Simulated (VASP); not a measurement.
Set up this calculation in VASP 6.6.1, as the native input.

```yaml
Task: single point
Functional: PBE
Potentials_or_basis: VASP PAW PBE potentials, release 64 (Al, N)
Cutoff: 520 eV
k_mesh: 6 × 6 × 6
Occupations: gaussian, width 0.05 eV
Spin: no spin polarisation
Dipole_correction: no
Further_INCAR_settings: ALGO = Normal; EDIFF = 1e-06; NBANDS = 26
```

The structure of AlN lies in POSCAR:

```
AlN
1.0
    4.4107203425     -0.0321563988     -0.0296064247
    0.0321563988     -4.4097282499     -0.0127011378
    0.0296064247     -0.0127011378     -4.4241668625
Al N
4 4
Direct
    0.0261220848      0.0544881855     -0.0127828706
    0.4436075735      0.4460870191      0.0101380240
    0.5345857569     -0.0065893066      0.5831033560
    0.0970150007      0.4525771991      0.4198103457
    0.7937075863      0.6404933376      0.7904271364
    0.1545715316      0.2587361844      0.7778477343
    0.2998138525      0.8211630481      0.2936621055
    0.6505766138      0.3330443327      0.1377941688
```

This cell differs from its parent crystal: atoms moved at random and the cell strained at random.

These files were run (other wordings do the same):

INCAR

```
  PREC = Accurate
  ENCUT = 520
  EDIFF = 1E-6
  ISMEAR = 0
  SIGMA = 0.05
  LREAL = False
  LASPH = True
  NELM = 100
  ALGO = Normal
  ISIF = 2
  LWAVE = False
  LCHARG = False
  GGA = PE
  NBANDS = 26
```

KPOINTS

```
Automatic mesh
0
Gamma
  6 6 6
```

Potentials or basis: VASP PAW PBE potentials, release 64 (Al, N).

Launch:

```bash
$ cat potpaw_PBE.64/Al/POTCAR potpaw_PBE.64/N/POTCAR > POTCAR
$ mpirun -np 1 vasp_std > vasp.out
```

It gave:

```json
{"Pressure": "64.9 GPa", "Largest force": "67.240 eV/Å", "Band gap on the k mesh": "zero (band 16 reaches 7.44 eV, above the bottom of band 17 at 7.33 eV)"}
```

Caveat: the cell differs from its parent crystal (atoms moved at random and the cell strained at random); forces of over 1 eV/Å act on the atoms, so gaps and moduli don't describe the material at rest.

Run time: 6.8 min on 1 thread of AMD EPYC 7R13, with other jobs on the host, peak memory 0.29 GiB.
